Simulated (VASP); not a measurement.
# W (Im-3m) in VASP: notebook

The runs below take W through single point, relaxation of cell and atoms, with PBEsol.

All numbers are computed with VASP 6.6.1; they aren't measurements. Logs are shortened: lines on timing, memory, paths and dates and some standing lists are left out, and cuts for length are marked.

### Step 1. The cell of the first run

It takes space group Im-3m (No. 229, cubic). The conventional cell has a = 3.157 Å, b = 3.157 Å, c = 3.157 Å, α = 90.00°, β = 90.00°, γ = 90.00°. W (site symmetry m-3m) has 14 W at 2.73 to 3.16 Å within 3.6 Å.

### Step 2. Single point, PBEsol

INCAR

```
PREC = Accurate
ENCUT = 500
EDIFF = 1E-6
ISMEAR = 0
SIGMA = 0.1
LREAL = F
LASPH = T
NELM = 120
ALGO = Normal
ISIF = 2
LWAVE = F
LCHARG = F
GGA = PS
NBANDS = 13
GGA_COMPAT = F
```

KPOINTS

```
regular mesh
0
Gamma
  8 8 8
```

POSCAR

```
W
1.0
   -1.5784345430      1.5784345430      1.5784345430
    1.5784345430     -1.5784345430      1.5784345430
    1.5784345430      1.5784345430     -1.5784345430
W
1
Direct
    0.0000000000      0.0000000000      0.0000000000
```

Potentials or basis: VASP PAW PBE potentials, release 64 (W_sv).

The run is started by

```bash
$ cat potpaw_PBE.64/W_sv/POTCAR > POTCAR
$ mpirun -np 1 vasp_std > vasp.out
```

OUTCAR:

```text
PREC = Accurate
   ENCUT = 500
   EDIFF = 1E-6
   ISMEAR = 0
   LREAL = F
   LASPH = T
   NELM = 120
   ISIF = 2
   GGA = PS

 ion  position               nearest neighbor table
   1  0.000  0.000  0.000-

  LATTYP: Found a body centered cubic cell.
 ALAT       =     3.1568690860

  Lattice vectors:

 A1 = (  -1.5784345430,   1.5784345430,   1.5784345430)
 A2 = (   1.5784345430,  -1.5784345430,   1.5784345430)
 A3 = (   1.5784345430,   1.5784345430,  -1.5784345430)

Analysis of symmetry for initial positions (statically):
=====================================================================
 Subroutine PRICEL returns:
 Original cell was already a primitive cell.

 Routine SETGRP: Setting up the symmetry group for a
 body centered cubic supercell.

 Subroutine GETGRP returns: Found 48 space group operations
 (whereof 48 operations were pure point group operations)
 out of a pool of 48 trial point group operations.

The static configuration has the point symmetry O_h .

Analysis of symmetry for dynamics (positions and initial velocities):
=====================================================================
 Subroutine PRICEL returns:
 Original cell was already a primitive cell.

 Routine SETGRP: Setting up the symmetry group for a
 body centered cubic supercell.

 Subroutine GETGRP returns: Found 48 space group operations
 (whereof 48 operations were pure point group operations)
 out of a pool of 48 trial point group operations.

The dynamic configuration has the point symmetry O_h .

 Subroutine INISYM returns: Found 48 space group operations
 (whereof 48 operations are pure point group operations),
 and found     1 'primitive' translations

----------------------------------------------------------------------------------------

                                     Primitive cell

  volume of cell :      15.7304

  direct lattice vectors                    reciprocal lattice vectors
    -1.578434543  1.578434543  1.578434543     0.000000000  0.316769550  0.316769550
     1.578434543 -1.578434543  1.578434543     0.316769550  0.000000000  0.316769550
     1.578434543  1.578434543 -1.578434543     0.316769550  0.316769550  0.000000000

  length of vectors
     2.733928825  2.733928825  2.733928825     0.447979794  0.447979794  0.447979794

  position of ions in fractional coordinates (direct lattice)
     0.000000000  0.000000000  0.000000000

  ion indices of the primitive-cell ions
   primitive index   ion index
                 1           1
[... 67 lines left out ...]
   LNONCOLLINEAR =      F non collinear calculations
   LSORBIT =      F    spin-orbit coupling
   LASPH  =      T    aspherical Exc in radial PAW
   ENCUT  =  500.0 eV  36.75 Ry    6.06 a.u.   4.98  4.98  4.98*2*pi/ulx,y,z
   NELM   =    120;   NELMIN=  2; NELMDL= -5     # of ELM steps
   EDIFF  = 0.1E-05   stopping-criterion for ELM
   LREAL  =      F    real-space projection
[... 7 lines left out ...]
   TEBEG  =    0.0;   TEEND  =   0.0 temperature during run
   PSTRESS=    0.0 pullay stress
   NELECT =      14.0000    total number of electrons
   NUPDOWN=      -1.0000    fix difference up-down
   EMIN   =  10.00;   EMAX   =-10.00  energy-range for DOS
   EFERMI =   0.00;   METHOD = LEGACY
   ISMEAR =     0;   SIGMA  =   0.10  broadening in eV -4-tet -1-fermi 0-gaus
   EFERMI_NEDOS =   21; number of points for ismear=-14 and -15
   IALGO  =     38    algorithm
   IMIX   =      4    mixing-type and parameters
     AMIX     =   0.40;   BMIX     =  1.00
     AMIX_MAG =   1.60;   BMIX_MAG =  1.00
  volume/ion in A,a.u.               =      15.73       106.15
  Fermi-wavevector in a.u.,A,eV,Ry     =   1.574723  2.975796 33.739097  2.479754
  Thomas-Fermi vector in A             =   2.675815
   LORBIT       =      0    0 simple, 1 ext, 2 COOP (PROOUT), +10 PAW based schemes
   GGA     = PS    functional components
   LHFCALC =     F    Hartree Fock is set to
   AEXX    =    0.0000 exact exchange contribution
   IVDW    =     0    specifies the selected vdW correction
   LEPSILON=     F    determine dielectric tensor
   LRPA    =     F    only Hartree local field effects (RPA)
 non-spin polarized calculation
 Gauss-broadening in eV      SIGMA  =   0.10
  energy-cutoff  :      500.00
  volume of cell :       15.73
 maximum number of plane-waves:       420
   NGX =  9   NGY =  9   NGZ =  9

 number of electron      14.0000004 magnetization

 Free energy of the ion-electron system (eV)
  ---------------------------------------------------
  ext. energy  EPLUGINS =         0.00000000
  ---------------------------------------------------
  free energy    TOTEN  =       -13.80472243 eV

  energy without entropy =      -13.80472060  energy(sigma->0) =      -13.80472152

 E-fermi :  11.1549     XC(G=0): -13.8046

 val. band max:       10.8731107858   @ k =   0.1250   0.0000   0.0000
 cond. band min:      11.4376604329   @ k =  -0.2500   0.2500   0.1250
 fundamental gap:      0.5645496470
 Fermi energy:        11.1548681447

 k-point     1 :       0.0000    0.0000    0.0000
  band No.  band energies     occupation
      1     -62.7495      2.00000
      2     -26.2957      2.00000
      3     -26.2957      2.00000
      4     -26.2957      2.00000
      5       1.6908      2.00000
      6      10.1411      2.00000
      7      10.1411      2.00000
      8      10.1411      2.00000
      9      13.6389      0.00000
     10      13.6389      0.00000
     11      25.9453      0.00000
     12      25.9453      0.00000
     13      25.9453      0.00000
[... 354 lines left out ...]
  band No.  band energies     occupation
      1     -62.5764      2.00000
      2     -27.2874      2.00000
      3     -26.9149      2.00000
      4     -26.7919      2.00000
      5       6.7949      2.00000
      6       7.5096      2.00000
      7      10.8540      1.99998
      8      11.6547      0.00000
      9      15.1626      0.00000
     10      15.8152      0.00000
     11      25.1988      0.00000
     12      27.7312      0.00000
     13      28.8457      0.00000

 [... further k-points ...]
[... 5 lines left out ...]
  --------------------------------------------------------------------------------------
  -------------------------------------------------------------------------------------
  Total        0.0282795      0.0282795      0.0282795      0.0000000      0.0000000     -0.0000000
  in kB        2.8803356      2.8803356      2.8803356      0.0000000      0.0000000     -0.0000000
  external PRESSURE =       2.8803356 kB  Pullay stress =       0.0000000 kB

 VOLUME and BASIS-vectors are now :
 -----------------------------------------------------------------------------
  energy-cutoff  :      500.00
  volume of cell :       15.73
      direct lattice vectors                 reciprocal lattice vectors
    -1.578434543  1.578434543  1.578434543     0.000000000  0.316769550  0.316769550
     1.578434543 -1.578434543  1.578434543     0.316769550  0.000000000  0.316769550
     1.578434543  1.578434543 -1.578434543     0.316769550  0.316769550  0.000000000

 POSITION                                       TOTAL-FORCE (eV/Angst)
 -----------------------------------------------------------------------------------
      0.00000      0.00000      0.00000         0.000000     -0.000000      0.000000
 -----------------------------------------------------------------------------------
    total drift:                                0.000000     -0.000000      0.000000

  FREE ENERGIE OF THE ION-ELECTRON SYSTEM (eV)
  ---------------------------------------------------
  free  energy   TOTEN  =       -13.8047224286 eV

  energy  without entropy=      -13.8047206039  energy(sigma->0) =      -13.80472152
```

OSZICAR:

```text
N       E                     dE             d eps       ncg     rms          rms(c)
DAV:   1     0.828594886610E+02    0.82859E+02   -0.71339E+03   754   0.118E+03
DAV:   2    -0.130198958431E+02   -0.95879E+02   -0.92374E+02   814   0.310E+02
DAV:   3    -0.144769559647E+02   -0.14571E+01   -0.14541E+01   824   0.380E+01
DAV:   4    -0.144825844478E+02   -0.56285E-02   -0.56284E-02   804   0.260E+00
DAV:   5    -0.144826299790E+02   -0.45531E-04   -0.45532E-04   854   0.219E-01    0.219E+01
DAV:   6    -0.139552065795E+02    0.52742E+00   -0.42219E-01   784   0.860E+00    0.883E+00
DAV:   7    -0.138103457720E+02    0.14486E+00   -0.22252E-01   824   0.592E+00    0.636E-01
DAV:   8    -0.138047426026E+02    0.56032E-02   -0.42409E-03   779   0.863E-01    0.759E-02
DAV:   9    -0.138047234197E+02    0.19183E-04   -0.68052E-05   834   0.962E-02    0.539E-02
DAV:  10    -0.138047222440E+02    0.11758E-05   -0.97503E-06   834   0.434E-02    0.835E-03
DAV:  11    -0.138047224286E+02   -0.18467E-06   -0.21501E-07   467   0.546E-03
   1 F= -.13804722E+02 E0= -.13804722E+02  d E =-.182475E-05
```

Run time: 4.9 s. Hardware: 1 thread of Intel Xeon Platinum 8259CL at 2.50GHz (Skylake/Cascade Lake), shared host; peak memory 0.12 GiB.

What came out:

- Free energy: -13.8047 eV
- Pressure: 0.3 GPa
- Band gap on the k mesh: zero (bands 7 and 8 overlap by 6.48 eV)

Caveat: the PAW data sets were made with another functional, which shifts forces and pressure a little; spin-orbit coupling is left out, which moves the levels of the heavy elements.

(Part 1 of 2 ends here.)

The gap in the log of VASP goes by the Fermi energy; the results here count the filled bands.